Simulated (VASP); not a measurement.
# Mg3H2 (R-3c) in VASP: notebook, part 2 of 2

VASP 6.6.1. The steps go on from the part before.

**3. Relaxation of cell and atoms, PBE**

This run uses another cell than the first one, of 13.87 Å³/atom.

File INCAR:

```
SYSTEM = Mg3H2
ALGO = Normal ; EDIFF = 1E-6
EDIFFG = -0.04 ; ENCUT = 600
GGA = PE ; IBRION = 2
ISIF = 3 ; ISMEAR = 0
LASPH = .TRUE. ; LCHARG = .FALSE.
LREAL = .FALSE. ; LWAVE = .FALSE.
NELM = 100 ; NSW = 90
PREC = Accurate ; SIGMA = 0.1
```

File KPOINTS:

```
k-points
0
G
  6 6 6
  0 0 0
```

File POSCAR:

```
Mg3H2
1.0
    2.8016476264      1.6175320112      5.0994194051
   -2.8016476264      1.6175320112      5.0994194051
    0.0000000000     -3.2350640226      5.0994194051
Mg H
6 4
Direct
    0.0562500000      0.4437500000      0.7500000000
    0.7500000000      0.0562500000      0.4437500000
    0.4437500000      0.7500000000      0.0562500000
    0.9437500000      0.5562500000      0.2500000000
    0.2500000000      0.9437500000      0.5562500000
    0.5562500000      0.2500000000      0.9437500000
    0.8521800000      0.8521800000      0.8521800000
    0.6478200000      0.6478200000      0.6478200000
    0.1478200000      0.1478200000      0.1478200000
    0.3521800000      0.3521800000      0.3521800000
```

Potentials or basis: VASP PAW PBE potentials, release 64 (Mg, H).

Launch:

```console
> cat potpaw_PBE.64/Mg/POTCAR potpaw_PBE.64/H/POTCAR > POTCAR
> mpirun -np 1 vasp_std > vasp.out
```

OUTCAR:

```text
SYSTEM = Mg3H2
   EDIFF = 1E-6
   EDIFFG = -0.04
   ENCUT = 600
   GGA = PE
   IBRION = 2
   ISIF = 3
   ISMEAR = 0
   LASPH = .TRUE.
   LREAL = .FALSE.
   NELM = 100
   NSW = 90
   PREC = Accurate

 ion  position               nearest neighbor table
   1  0.056  0.444  0.750-   9 2.18  10 2.18   2 2.97   3 2.97   4 3.08   4 3.08   5 3.21   6 3.21
                             6 3.21   5 3.21   2 3.37   3 3.37   3 3.37   2 3.37
   2  0.750  0.056  0.444-   9 2.18  10 2.18   3 2.97   1 2.97   5 3.08   5 3.08   4 3.21   4 3.21
                             6 3.21   6 3.21   1 3.37   3 3.37   3 3.37   1 3.37
   3  0.444  0.750  0.056-  10 2.18   9 2.18   2 2.97   1 2.97   6 3.08   6 3.08   4 3.21   4 3.21
                             5 3.21   5 3.21   1 3.37   2 3.37   2 3.37   1 3.37
   4  0.944  0.556  0.250-   7 2.18   8 2.18   6 2.97   5 2.97   1 3.08   1 3.08   2 3.21   3 3.21
                             2 3.21   3 3.21   5 3.37   6 3.37   6 3.37   5 3.37
   5  0.250  0.944  0.556-   7 2.18   8 2.18   6 2.97   4 2.97   2 3.08   2 3.08   1 3.21   1 3.21
                             3 3.21   3 3.21   4 3.37   6 3.37   6 3.37   4 3.37
   6  0.556  0.250  0.944-   8 2.18   7 2.18   5 2.97   4 2.97   3 3.08   3 3.08   1 3.21   1 3.21
                             2 3.21   2 3.21   4 3.37   5 3.37   5 3.37   4 3.37
   7  0.852  0.852  0.852-   5 2.18   6 2.18   4 2.18
   8  0.648  0.648  0.648-   6 2.18   5 2.18   4 2.18
   9  0.148  0.148  0.148-   2 2.18   3 2.18   1 2.18
  10  0.352  0.352  0.352-   3 2.18   2 2.18   1 2.18

  LATTYP: Found a trigonal (rhomboedric) cell.
 ALAT       =     6.0390162691
 COS(alpha) =     0.5695481095

  Lattice vectors:

 A1 = (   2.8016476264,   1.6175320112,   5.0994194051)
 A2 = (  -2.8016476264,   1.6175320112,   5.0994194051)
[... 424 lines left out ...]

  energy without entropy =      -21.48874333  energy(sigma->0) =      -21.49726814

 E-fermi :   3.2584     XC(G=0):  -8.9690

 val. band max:        3.2268669209   @ k =  -0.1667   0.5000   0.1667
 cond. band min:       3.2590847649   @ k =   0.5000   0.3333   0.3333
 fundamental gap:      0.0322178439
 Fermi energy:         3.2584427276

 k-point     1 :       0.0000    0.0000    0.0000
  band No.  band energies     occupation
      1      -5.7732      2.00000
      2      -2.2448      2.00000
      3      -2.1779      2.00000
      4      -0.5387      2.00000
      5       1.4966      2.00000
      6       2.4605      2.00000
      7       2.4843      2.00000
      8       2.5091      2.00000
      9       2.5091      2.00000
     10       2.8019      2.00000
     11       2.8019      2.00000
     12       4.6824      0.00000
     13       4.6824      0.00000
     14       4.9638      0.00000
[... 377 lines left out ...]
      1      -4.1570      2.00000
      2      -3.6336      2.00000
      3      -2.7935      2.00000
      4      -2.4872      2.00000
      5       0.2294      2.00000
      6       1.1254      2.00000
      7       1.8056      2.00000
      8       3.6294      0.00000
      9       4.6728      0.00000
     10       4.7560      0.00000
     11       5.7106      0.00000
     12       6.3448      0.00000
     13       6.5419      0.00000
     14       6.7042      0.00000

 [... further k-points ...]

------------------------ aborting loop because EDIFF is reached ----------------------------------------

  FORCE on cell =-STRESS in cart. coord.  units (eV):
  Direction    XX          YY          ZZ          XY          YZ          ZX
  --------------------------------------------------------------------------------------
  -------------------------------------------------------------------------------------
  Total        0.2747620      0.2747620      0.2519602      0.0000000     -0.0000000     -0.0000000
  in kB        3.2253785      3.2253785      2.9577135      0.0000000     -0.0000000     -0.0000000
  external PRESSURE =       3.1361569 kB  Pullay stress =       0.0000000 kB
[... 25 lines left out ...]
  FREE ENERGIE OF THE ION-ELECTRON SYSTEM (eV)
  ---------------------------------------------------
  free  energy   TOTEN  =       -21.5057929498 eV

  energy  without entropy=      -21.4887433254  energy(sigma->0) =      -21.49726814

 reached required accuracy - stopping structural energy minimisation
```

OSZICAR:

```text
N       E                     dE             d eps       ncg     rms          rms(c)
DAV:   1     0.172993538317E+02    0.17299E+02   -0.55824E+03   896   0.972E+02
DAV:   2    -0.197411329445E+02   -0.37040E+02   -0.33884E+02  1134   0.110E+02
DAV:   3    -0.220011674264E+02   -0.22600E+01   -0.22303E+01  1166   0.279E+01
[... 100 lines left out ...]
DAV:   2    -0.215060492149E+02   -0.88501E-03   -0.22328E-02  1088   0.949E-01    0.116E-01
DAV:   3    -0.215057802523E+02    0.26896E-03   -0.92440E-04  1040   0.164E-01    0.330E-02
DAV:   4    -0.215057928881E+02   -0.12636E-04   -0.11661E-04  1052   0.716E-02    0.125E-02
DAV:   5    -0.215057930165E+02   -0.12831E-06   -0.13316E-05  1040   0.195E-02    0.218E-03
DAV:   6    -0.215057929498E+02    0.66691E-07   -0.15861E-06   634   0.847E-03
  13 F= -.21505793E+02 E0= -.21497268E+02  d E =-.386208E-01
```

CONTCAR:

```text
Mg3H2
   1.00000000000000
     2.7615548443264561    1.5943844326778733    5.1664058196185563
    -2.7615548443264561    1.5943844326778733    5.1664058196185563
    -0.0000000000000000   -3.1887688655555042    5.1664058196193352
  Mg              H
     6     4
Direct
     0.0838155923682361    0.4161844076317638    0.7500000000000000
     0.7500000000000002    0.0838155923682364    0.4161844076317591
     0.4161844076317636    0.7499999999999998    0.0838155923682408
     0.9161844076317638    0.5838155923682362    0.2500000000000000
     0.2499999999999998    0.9161844076317638    0.5838155923682410
     0.5838155923682362    0.2500000000000002    0.9161844076317590
     0.8280921545115505    0.8280921545115505    0.8280921545115444
     0.6719078454884495    0.6719078454884495    0.6719078454884556
     0.1719078454884493    0.1719078454884493    0.1719078454884556
     0.3280921545115507    0.3280921545115507    0.3280921545115444

  0.00000000E+00  0.00000000E+00  0.00000000E+00
  0.00000000E+00  0.00000000E+00  0.00000000E+00
  0.00000000E+00  0.00000000E+00  0.00000000E+00
  0.00000000E+00  0.00000000E+00  0.00000000E+00
  0.00000000E+00  0.00000000E+00  0.00000000E+00
  0.00000000E+00  0.00000000E+00  0.00000000E+00
  0.00000000E+00  0.00000000E+00  0.00000000E+00
  0.00000000E+00  0.00000000E+00  0.00000000E+00
  0.00000000E+00  0.00000000E+00  0.00000000E+00
  0.00000000E+00  0.00000000E+00  0.00000000E+00
```

It took 6.2 min on 1 thread of AMD EPYC 9R45 (Zen 5), shared host; peak memory 0.35 GiB.

Results:

```yaml
Free_energy: -21.5058 eV
Relaxed_volume: 13.65 Å³/atom
Relaxed_cell: a = 6.071 Å, b = 6.071 Å, c = 6.071 Å, α = 54.11°, β = 54.11°, γ = 54.11°
Space_group_after_relaxing_to_0.1_Å: R-3c (No. 167)
Energy_gained_by_relaxing: 67.1 meV/atom
Ionic_steps: 13
Pressure_after_relaxing: 0.3 GPa
Largest_force_after_relaxing: 0.012 eV/Å
Band_gap_on_the_k_mesh: zero (bands 8 and 9 overlap by 2.21 eV)
```

Forces on the atoms (eV/Å):
```
Mg  -0.012  0.000  0.000
Mg   0.006 -0.010  0.000
Mg   0.006  0.010  0.000
Mg   0.012  0.000  0.000
Mg  -0.006  0.010  0.000
Mg  -0.006 -0.010  0.000
H    0.000  0.000  0.012
H    0.000  0.000 -0.012
H    0.000  0.000 -0.012
H    0.000  0.000  0.012
```

The path:
```tsv
step	energy change (eV)	largest force (eV/Å)	pressure (GPa)	volume (Å³)
1	0.0000	0.7328	0.79	138.66
2	-0.1710	0.5313	0.01	140.02
3	-0.4155	0.3073	-1.65	144.14
4	-0.4288	0.2819	-1.93	145.16
5	-0.5133	0.2768	-0.34	139.54
6	-0.5292	0.2715	0.83	136.06
7	-0.5728	0.2167	0.56	136.37
8	-0.6214	0.1528	0.10	136.97
9	-0.6297	0.1828	-0.05	137.24
10	-0.6213	0.2339	-0.26	137.75
11	-0.6319	0.1970	-0.11	137.37
12	-0.6623	0.1020	0.08	136.88
13	-0.6706	0.0120	0.31	136.49
```

Final structure:
```
CELL_PARAMETERS angstrom
2.76155 1.59438 5.16641
-2.76155 1.59438 5.16641
0.00000 -3.18877 5.16641
ATOMIC_POSITIONS crystal
Mg 0.08382 0.41618 0.75000
Mg 0.75000 0.08382 0.41618
Mg 0.41618 0.75000 0.08382
Mg 0.91618 0.58382 0.25000
Mg 0.25000 0.91618 0.58382
Mg 0.58382 0.25000 0.91618
H 0.82809 0.82809 0.82809
H 0.67191 0.67191 0.67191
H 0.17191 0.17191 0.17191
H 0.32809 0.32809 0.32809
```

**4. Single point, PBE**

File INCAR:

```
SYSTEM = Mg3H2
PREC = Accurate
ENCUT = 520
EDIFF = 1E-6
ISMEAR = 0
SIGMA = 0.1
LREAL = .FALSE.
LASPH = .TRUE.
NELM = 100
ALGO = Normal
ISIF = 2
LWAVE = .FALSE.
LCHARG = .TRUE.
GGA = PE
LELF = .TRUE.
LVHAR = .TRUE.
NBANDS = 19
```

File KPOINTS:

```
Automatic mesh
0
G
  12 12 12
  0 0 0
```

File POSCAR:

```
Mg3H2
1.0
    2.7929838563      1.6125299813      5.1044986159
   -2.7929838563      1.6125299813      5.1044986159
    0.0000000000     -3.2250599626      5.1044986159
Mg H
6 4
Direct
    0.5832359264      0.9167640736      0.2500000000
    0.2500000000      0.5832359264      0.9167640736
    0.9167640736      0.2500000000      0.5832359264
    0.4167640736      0.0832359264      0.7500000000
    0.7500000000      0.4167640736      0.0832359264
    0.0832359264      0.7500000000      0.4167640736
    0.3294215055      0.3294215055      0.3294215055
    0.1705784945      0.1705784945      0.1705784945
    0.6705784945      0.6705784945      0.6705784945
    0.8294215055      0.8294215055      0.8294215055
```

Potentials or basis: VASP PAW PBE potentials, release 64 (Mg, H).

Launch:

```console
> cat potpaw_PBE.64/Mg/POTCAR potpaw_PBE.64/H/POTCAR > POTCAR
> mpirun -np 1 vasp_std > vasp.out
```

OUTCAR:

```text
SYSTEM = Mg3H2
   PREC = Accurate
   ENCUT = 520
   EDIFF = 1E-6
   ISMEAR = 0
   LREAL = .FALSE.
   LASPH = .TRUE.
   NELM = 100
   ISIF = 2
   GGA = PE

 ion  position               nearest neighbor table
   1  0.583  0.917  0.250-   7 2.22   8 2.22   4 3.16   4 3.16   6 3.16   5 3.16   5 3.16   6 3.16
                             3 3.22   2 3.22   3 3.23   2 3.23   3 3.23   2 3.23
   2  0.250  0.583  0.917-   7 2.22   8 2.22   5 3.16   5 3.16   4 3.16   6 3.16   6 3.16   4 3.16
                             1 3.22   3 3.22   1 3.23   3 3.23   3 3.23   1 3.23
   3  0.917  0.250  0.583-   8 2.22   7 2.22   6 3.16   6 3.16   4 3.16   5 3.16   5 3.16   4 3.16
                             1 3.22   2 3.22   1 3.23   2 3.23   2 3.23   1 3.23
   4  0.417  0.083  0.750-   9 2.22  10 2.22   1 3.16   1 3.16   2 3.16   3 3.16   2 3.16   3 3.16
                             5 3.22   6 3.22   6 3.23   5 3.23   6 3.23   5 3.23
   5  0.750  0.417  0.083-   9 2.22  10 2.22   2 3.16   2 3.16   1 3.16   3 3.16   3 3.16   1 3.16
                             4 3.22   6 3.22   4 3.23   6 3.23   6 3.23   4 3.23
   6  0.083  0.750  0.417-  10 2.22   9 2.22   3 3.16   3 3.16   1 3.16   2 3.16   2 3.16   1 3.16
                             4 3.22   5 3.22   4 3.23   5 3.23   5 3.23   4 3.23
[... 741 lines left out ...]
     19      10.0069      0.00000

 [... further k-points ...]

------------------------ aborting loop because EDIFF is reached ----------------------------------------

  FORCE on cell =-STRESS in cart. coord.  units (eV):
  Direction    XX          YY          ZZ          XY          YZ          ZX
  --------------------------------------------------------------------------------------
  -------------------------------------------------------------------------------------
  Total       -0.2287764     -0.2287764     -0.1754014      0.0000000      0.0000000     -0.0000000
  in kB       -2.6573038     -2.6573038     -2.0373377      0.0000000      0.0000000     -0.0000000
  external PRESSURE =      -2.4506484 kB  Pullay stress =       0.0000000 kB

 VOLUME and BASIS-vectors are now :
 -----------------------------------------------------------------------------
  energy-cutoff  :      520.00
  volume of cell :      137.94
      direct lattice vectors                 reciprocal lattice vectors
     2.792983856  1.612529981  5.104498616     0.179020011  0.103357251  0.065301876
    -2.792983856  1.612529981  5.104498616    -0.179020011  0.103357251  0.065301876
     0.000000000 -3.225059963  5.104498616     0.000000000 -0.206714503  0.065301876

 POSITION                                       TOTAL-FORCE (eV/Angst)
 -----------------------------------------------------------------------------------
     -0.93154      1.61253      8.93287         0.007533     -0.000000     -0.000000
     -0.93072     -1.61300      8.93287        -0.003767      0.006524     -0.000000
      1.86226      0.00047      8.93287        -0.003767     -0.006524     -0.000000
      0.93154     -1.61253      6.38062        -0.007533      0.000000     -0.000000
      0.93072      1.61300      6.38062         0.003767     -0.006524     -0.000000
     -1.86226     -0.00047      6.38062         0.003767      0.006524     -0.000000
      0.00000      0.00000      5.04459        -0.000000      0.000000      0.003376
      0.00000      0.00000      2.61215        -0.000000      0.000000     -0.003376
      0.00000      0.00000     10.26890        -0.000000      0.000000     -0.003376
      0.00000      0.00000     12.70134        -0.000000     -0.000000      0.003376
 -----------------------------------------------------------------------------------
    total drift:                                0.000000      0.000000      0.000000

  FREE ENERGIE OF THE ION-ELECTRON SYSTEM (eV)
  ---------------------------------------------------
  free  energy   TOTEN  =       -21.5172190126 eV

  energy  without entropy=      -21.5015400715  energy(sigma->0) =      -21.50937954
```

OSZICAR:

```text
N       E                     dE             d eps       ncg     rms          rms(c)
DAV:   1     0.895556383509E+01    0.89556E+01   -0.49904E+03  7182   0.639E+02
DAV:   2    -0.209535623002E+02   -0.29909E+02   -0.27539E+02  9089   0.872E+01
DAV:   3    -0.227207245442E+02   -0.17672E+01   -0.17436E+01  9155   0.190E+01
DAV:   4    -0.227332350115E+02   -0.12510E-01   -0.12502E-01  8693   0.176E+00
DAV:   5    -0.227333869557E+02   -0.15194E-03   -0.15194E-03  8612   0.207E-01    0.523E+00
DAV:   6    -0.217464087935E+02    0.98698E+00   -0.64411E-01  8266   0.373E+00    0.246E+00
DAV:   7    -0.215215485934E+02    0.22486E+00   -0.91839E-01  8252   0.424E+00    0.703E-01
DAV:   8    -0.215244216242E+02   -0.28730E-02   -0.80157E-02  7703   0.130E+00    0.342E-01
DAV:   9    -0.215175911757E+02    0.68304E-02   -0.13211E-02  8031   0.621E-01    0.126E-01
DAV:  10    -0.215172380834E+02    0.35309E-03   -0.14888E-03  8030   0.202E-01    0.420E-02
DAV:  11    -0.215172225669E+02    0.15517E-04   -0.35288E-04  8297   0.831E-02    0.146E-02
DAV:  12    -0.215172182645E+02    0.43024E-05   -0.16797E-05  8165   0.208E-02    0.352E-03
DAV:  13    -0.215172190126E+02   -0.74807E-06   -0.10188E-06  4829   0.504E-03
   1 F= -.21517219E+02 E0= -.21509380E+02  d E =-.156789E-01
```

stdout:

```text
POSCAR found type information on POSCAR MgH
 POSCAR found :  2 types and      10 ions
 scaLAPACK will be used
 LDA part: xc-table for (Slater+PW92), standard interpolation
 POSCAR, INCAR and KPOINTS ok, starting setup
 FFT: planning ... GRIDC
 FFT: planning ... GRID_SOFT
 FFT: planning ... GRID
 WAVECAR not read
 entering main loop
```

Run time: 6 min. Hardware: 1 thread of AMD EPYC 9R45 (Zen 5), shared host; peak memory 0.58 GiB.

Results:

| Item | Value |
| --- | --- |
| Free energy | -21.5172 eV |
| Pressure | -0.2 GPa |
| Largest force | 0.008 eV/Å |
| Band gap on the k mesh | zero (bands 8 and 9 overlap by 2.25 eV) |

Forces on the atoms (eV/Å):
```
Mg   0.008  0.000  0.000
Mg  -0.004  0.007  0.000
Mg  -0.004 -0.007  0.000
Mg  -0.008  0.000  0.000
Mg   0.004 -0.007  0.000
Mg   0.004  0.007  0.000
H    0.000  0.000  0.003
H    0.000  0.000 -0.003
H    0.000  0.000 -0.003
H    0.000  0.000  0.003
```

**5. Overview**

```tsv
task	cell	k mesh	cutoff (eV)	gap on the mesh (eV)	pressure (GPa)	largest force (eV/Å)
single point	a = 6.094 Å, angles 54.1°, 10 atoms, atomic positions A	6 × 6 × 6	520	none	-0.2	0.02
relaxation of cell and atoms	relaxed from a = 6.039 Å, angles 55.3°, 10 atoms, atomic positions B	6 × 6 × 6	600	none	0.3	0.01
single point	a = 6.038 Å, angles 55.1°, 10 atoms, atomic positions C	12 × 12 × 12	520	none	-0.2	0.01
```

Alike in all rows: level PBE; potentials or basis VASP PAW PBE potentials, release 64 (Mg, H); no spin polarisation; smearing gaussian 0.1 eV.

Absolute energies hang on the potentials; compare differences alone.
